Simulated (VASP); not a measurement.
# Pb (P6_3/mmc) in VASP: further runs

The runs below take Pb through single point, with PBE.

All numbers are computed with VASP 6.6.1; they aren't measurements. Logs are shortened: lines on timing, memory, paths and dates and some standing lists are left out, and cuts for length are marked.

### Step 1. The cell of the first run

The structure is hexagonal, space group P6_3/mmc (No. 194). Conventional cell: a = 3.142 Å, b = 3.142 Å, c = 5.211 Å, α = 90.00°, β = 90.00°, γ = 120.00°. Pb (site symmetry -6m2) has 12 Pb at 3.14 to 3.17 Å within 4.1 Å.

This isn't the form of Pb at room conditions, which is fcc.

### Step 2. Single point, PBE (22.28 Å³/atom)

INCAR

```
PREC = Accurate
ENCUT = 520
EDIFF = 1E-6
ISMEAR = -1
SIGMA = 0.05
LREAL = F
LASPH = T
NELM = 60
ALGO = Normal
ISIF = 2
LWAVE = F
LCHARG = F
GGA = PE
NBANDS = 21
```

KPOINTS

```
regular mesh
0
Gamma
  14 14 8
```

POSCAR

```
Pb
1.0
    3.1421241478      0.0000000000      0.0000000000
   -1.5710620739      2.7211593338      0.0000000000
    0.0000000000      0.0000000000      5.2111845008
Pb
2
Direct
    0.3333333333      0.6666666667      0.2500000000
    0.6666666667      0.3333333333      0.7500000000
```

Potentials or basis: VASP PAW PBE potentials, release 64 (Pb_d).

Command:

```sh
> cat potpaw_PBE.64/Pb_d/POTCAR > POTCAR
> mpirun -np 1 vasp_std > vasp.out
```

OUTCAR:

```text
PREC = Accurate
   ENCUT = 520
   EDIFF = 1E-6
   ISMEAR = -1
   LREAL = F
   LASPH = T
   NELM = 60
   ISIF = 2
   GGA = PE

 ion  position               nearest neighbor table
   1  0.333  0.667  0.250-   2 3.17   2 3.17   2 3.17   2 3.17   2 3.17   2 3.17
   2  0.667  0.333  0.750-   1 3.17   1 3.17   1 3.17   1 3.17   1 3.17   1 3.17

  LATTYP: Found a hexagonal cell.
 ALAT       =     3.1421241478
 C/A-ratio  =     1.6584909621

  Lattice vectors:

 A1 = (   3.1421241478,   0.0000000000,   0.0000000000)
 A2 = (  -1.5710620739,   2.7211593338,   0.0000000000)
 A3 = (   0.0000000000,   0.0000000000,   5.2111845008)

Analysis of symmetry for initial positions (statically):
=====================================================================
 Subroutine PRICEL returns:
 Original cell was already a primitive cell.

 Routine SETGRP: Setting up the symmetry group for a
 hexagonal supercell.

 Subroutine GETGRP returns: Found 24 space group operations
 (whereof 12 operations were pure point group operations)
 out of a pool of 24 trial point group operations.

The static configuration has the point symmetry D_3d.
 The point group associated with its full space group is D_6h.

Analysis of symmetry for dynamics (positions and initial velocities):
=====================================================================
 Subroutine PRICEL returns:
 Original cell was already a primitive cell.

 Routine SETGRP: Setting up the symmetry group for a
 hexagonal supercell.

 Subroutine GETGRP returns: Found 24 space group operations
 (whereof 12 operations were pure point group operations)
 out of a pool of 24 trial point group operations.

The dynamic configuration has the point symmetry D_3d.
 The point group associated with its full space group is D_6h.

 Subroutine INISYM returns: Found 24 space group operations
 (whereof 12 operations are pure point group operations),
 and found     1 'primitive' translations

----------------------------------------------------------------------------------------

                                     Primitive cell

  volume of cell :      44.5568

  direct lattice vectors                    reciprocal lattice vectors
     3.142124148  0.000000000  0.000000000     0.318256044  0.183745212  0.000000000
    -1.571062074  2.721159334  0.000000000     0.000000000  0.367490425  0.000000000
     0.000000000  0.000000000  5.211184501     0.000000000  0.000000000  0.191894952

[... 79 lines left out ...]
   LSORBIT =      F    spin-orbit coupling
   LASPH  =      T    aspherical Exc in radial PAW
   ENCUT  =  520.0 eV  38.22 Ry    6.18 a.u.   5.84  5.84  9.69*2*pi/ulx,y,z
   NELM   =     60;   NELMIN=  2; NELMDL= -5     # of ELM steps
   EDIFF  = 0.1E-05   stopping-criterion for ELM
   LREAL  =      F    real-space projection
   EDIFFG = 0.1E-04   stopping-criterion for IOM
   NSW    =      0    number of steps for IOM
   IBRION =     -1    ionic relax: 0-MD 1-quasi-New 2-CG
   NFREE  =      0    steps in history (QN), initial steepest desc. (CG)
   ISIF   =      2    stress and relaxation
   ISYM   =      2    0-nonsym 1-usesym 2-fastsym
   POTIM  = 0.5000    time-step for ionic-motion
   TEBEG  =    0.0;   TEEND  =   0.0 temperature during run
   PSTRESS=    0.0 pullay stress
   NELECT =      28.0000    total number of electrons
   NUPDOWN=      -1.0000    fix difference up-down
   EMIN   =  10.00;   EMAX   =-10.00  energy-range for DOS
   EFERMI =   0.00;   METHOD = LEGACY
   ISMEAR =    -1;   SIGMA  =   0.05  broadening in eV -4-tet -1-fermi 0-gaus
   EFERMI_NEDOS =   21; number of points for ismear=-14 and -15
   IALGO  =     38    algorithm
   IMIX   =      4    mixing-type and parameters
     AMIX     =   0.40;   BMIX     =  1.00
     AMIX_MAG =   1.60;   BMIX_MAG =  1.00
  volume/ion in A,a.u.               =      22.28       150.34
  Fermi-wavevector in a.u.,A,eV,Ry     =   1.402242  2.649853 26.752893  1.966282
  Thomas-Fermi vector in A             =   2.525023
   LORBIT       =      0    0 simple, 1 ext, 2 COOP (PROOUT), +10 PAW based schemes
   GGA     = PE    functional components
   LHFCALC =     F    Hartree Fock is set to
   AEXX    =    0.0000 exact exchange contribution
   IVDW    =     0    specifies the selected vdW correction
   LEPSILON=     F    determine dielectric tensor
   LRPA    =     F    only Hartree local field effects (RPA)
 non-spin polarized calculation
  energy-cutoff  :      520.00
  volume of cell :       44.56
 maximum number of plane-waves:      1216
 NGX is ok and might be reduce to    24
   NGX = 11   NGY = 11   NGZ = 19

 number of electron      28.0000001 magnetization

 Free energy of the ion-electron system (eV)
  ---------------------------------------------------
  ext. energy  EPLUGINS =         0.00000000
  ---------------------------------------------------
  free energy    TOTEN  =        -5.68561826 eV

  energy without entropy =       -5.67892451  energy(sigma->0) =       -5.68227138

 E-fermi :  11.3210     XC(G=0): -11.7615

 val. band max:       11.2791108681   @ k =   0.5000   0.0000   0.1250
 cond. band min:      11.3326277578   @ k =   0.3571   0.0714   0.0000
 fundamental gap:      0.0535168897
 Fermi energy:        11.3210498519

 k-point     1 :       0.0000    0.0000    0.0000
  band No.  band energies     occupation
      1      -6.3994      2.00000
      2      -6.2198      2.00000
      3      -6.1629      2.00000
      4      -6.1629      2.00000
      5      -6.1080      2.00000
      6      -6.1080      2.00000
[... 565 lines left out ...]
     20      26.0894      0.00000
     21      27.0184      0.00000

 [... further k-points ...]

------------------------ aborting loop because EDIFF is reached ----------------------------------------

  FORCE on cell =-STRESS in cart. coord.  units (eV):
  Direction    XX          YY          ZZ          XY          YZ          ZX
  --------------------------------------------------------------------------------------
  -------------------------------------------------------------------------------------
  Total        9.3632584      9.3632584      9.4317260      0.0000000      0.0000000     -0.0000000
  in kB      336.6850490    336.6850490    339.1470142      0.0000000      0.0000000     -0.0000000
  external PRESSURE =     337.5057040 kB  Pullay stress =       0.0000000 kB

 VOLUME and BASIS-vectors are now :
 -----------------------------------------------------------------------------
  energy-cutoff  :      520.00
  volume of cell :       44.56
      direct lattice vectors                 reciprocal lattice vectors
     3.142124148  0.000000000  0.000000000     0.318256044  0.183745212  0.000000000
    -1.571062074  2.721159334  0.000000000     0.000000000  0.367490425  0.000000000
     0.000000000  0.000000000  5.211184501     0.000000000  0.000000000  0.191894952

 POSITION                                       TOTAL-FORCE (eV/Angst)
 -----------------------------------------------------------------------------------
     -0.00000      1.81411      1.30280         0.000000     -0.000000      0.000000
      1.57106      0.90705      3.90839        -0.000000      0.000000      0.000000
 -----------------------------------------------------------------------------------
    total drift:                                0.000000     -0.000000      0.000000

  FREE ENERGIE OF THE ION-ELECTRON SYSTEM (eV)
  ---------------------------------------------------
  free  energy   TOTEN  =        -5.6856182565 eV

  energy  without entropy=       -5.6789245135  energy(sigma->0) =       -5.68227138
```

stdout:

```text
POSCAR found type information on POSCAR Pb
 POSCAR found :  1 types and       2 ions
 scaLAPACK will be used
 LDA part: xc-table for (Slater+PW92), standard interpolation
 POSCAR, INCAR and KPOINTS ok, starting setup
 FFT: planning ... GRIDC
 FFT: planning ... GRID_SOFT
 FFT: planning ... GRID
 WAVECAR not read
 entering main loop
```

It took 96 s on 1 thread of Intel Xeon 8259CL, shared host; peak memory 0.22 GiB.

Results:

```yaml
Free_energy: -5.6856 eV
Pressure: 33.8 GPa
Band_gap_on_the_k_mesh: zero (bands 14 and 15 overlap by 10.22 eV)
```

Levels at points of the mesh, in eV from the Fermi level:
```
           k point  band 10  band 11  band 12  band 13  band 14  band 15  band 16  band 17  band 18  band 19
(0.00, 0.00, 0.00)   -16.91   -14.29    -8.62    -6.02     7.73     7.73     9.45     9.47    10.18    10.18
(0.50, 0.00, 0.00)   -16.82    -8.86    -7.64    -3.20    -2.12    -0.91     1.96     2.51     7.42     7.50
(0.00, 0.00, 0.50)   -17.04   -12.64   -12.64     1.09     1.09     8.83     8.83     8.83     8.83     9.63
(0.50, 0.00, 0.50)   -16.84    -7.57    -7.57    -5.20    -5.20     4.42     4.42     4.65     4.65     7.87
```

Caveat: the cell stands under pressure; spin-orbit coupling is left out, which moves the levels of the heavy elements.

### Step 3. Single point, PBE (22.28 Å³/atom)

INCAR

```
SYSTEM = Pb
PREC     = Accurate       ! precision mode
ENCUT    = 520            ! plane-wave cutoff, eV
EDIFF    = 1E-7           ! SCF threshold, eV
ISMEAR   = -1             ! smearing method
SIGMA    = 0.05           ! smearing width, eV
LREAL    = .FALSE.        ! projectors in reciprocal space
LASPH    = .TRUE.         ! aspherical terms in the spheres
NELM     = 100            ! most SCF steps
ALGO     = Normal         ! electronic algorithm
ISIF     = 2              ! what is computed and relaxed
LWAVE    = .FALSE.        ! write WAVECAR
LCHARG   = .FALSE.        ! write CHGCAR
GGA      = PE             ! functional
NBANDS   = 21             ! bands
```

KPOINTS

```
Automatic mesh
0
G
  14 14 8
  0 0 0
```

POSCAR is that of step 2.

Potentials or basis: VASP PAW PBE potentials, release 64 (Pb_d).

Command:

```sh
> cat potpaw_PBE.64/Pb_d/POTCAR > POTCAR
> mpirun -np 1 vasp_std > vasp.out
```

Run time: 2 min. Hardware: 1 thread of Intel Xeon 8259CL, shared host; peak memory 0.22 GiB.

It converged, with:

* Free energy: -5.6856 eV
* Pressure: 33.8 GPa
* Band gap on the k mesh: zero (bands 14 and 15 overlap by 10.22 eV)

Stress tensor (GPa, compression positive):
```
33.68  0.00  0.00
 0.00 33.68  0.00
 0.00  0.00 33.93
```

Levels at points of the mesh, in eV from the Fermi level:
| k point | band 10 | band 11 | band 12 | band 13 | band 14 | band 15 | band 16 | band 17 | band 18 | band 19 |
| --- | --- | --- | --- | --- | --- | --- | --- | --- | --- | --- |
| (0.00, 0.00, 0.00) | -16.91 | -14.29 | -8.62 | -6.02 | 7.73 | 7.73 | 9.45 | 9.47 | 10.18 | 10.18 |
| (0.50, 0.00, 0.00) | -16.82 | -8.86 | -7.64 | -3.20 | -2.12 | -0.91 | 1.96 | 2.51 | 7.41 | 7.50 |
| (0.00, 0.00, 0.50) | -17.04 | -12.64 | -12.64 | 1.09 | 1.09 | 8.83 | 8.83 | 8.83 | 8.83 | 9.63 |
| (0.50, 0.00, 0.50) | -16.84 | -7.57 | -7.57 | -5.20 | -5.20 | 4.42 | 4.42 | 4.65 | 4.65 | 7.87 |

Caveat: the cell stands under pressure; spin-orbit coupling is left out, which moves the levels of the heavy elements.

[end of part 1 of 2]
